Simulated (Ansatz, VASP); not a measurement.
**Ir: VASP beside Ansatz**

```
Ir
1.0
     2.69521    0.00000    0.00000
    -1.34761    2.33412    0.00000
     0.00000    0.00000    4.37120
Ir
2
Cartesian
  0.0000 1.5561 1.0928
  1.3476 0.7780 3.2784
```

Change from the starting cell: volume scaled by 0.94.

Alike in both runs: task single point; functional PBEsol; k mesh 11 × 11 × 6; occupations fermi-dirac, width 0.05 eV; no spin polarisation.

|  | VASP | Ansatz |
| --- | --- | --- |
| version | VASP 6.6.1 | Ansatz 0.2.0 |
| potentials or method | VASP PAW PBE potentials, release 64 (Ir), cutoff 520 eV | all-electron LAPW, scalar-relativistic |

Ansatz gave:

* gap on the k mesh at the Fermi level (eV): none
* pressure (GPa): 10.8
* traceless stress, the component that is largest in VASP (GPa): 0.03

**Question.** Which values does VASP return?

**Answer.** gap on the k mesh at the Fermi level (eV): none; pressure (GPa): 12.1; traceless stress, the component that is largest in VASP (GPa): 0.10.

VASP's potentials were made for PBE, not for PBEsol. A gap of «none» marks a metal or a gap that the smearing closes. Ansatz ran all-electron here, and VASP with PAW potentials.

Spin-orbit coupling is off throughout.
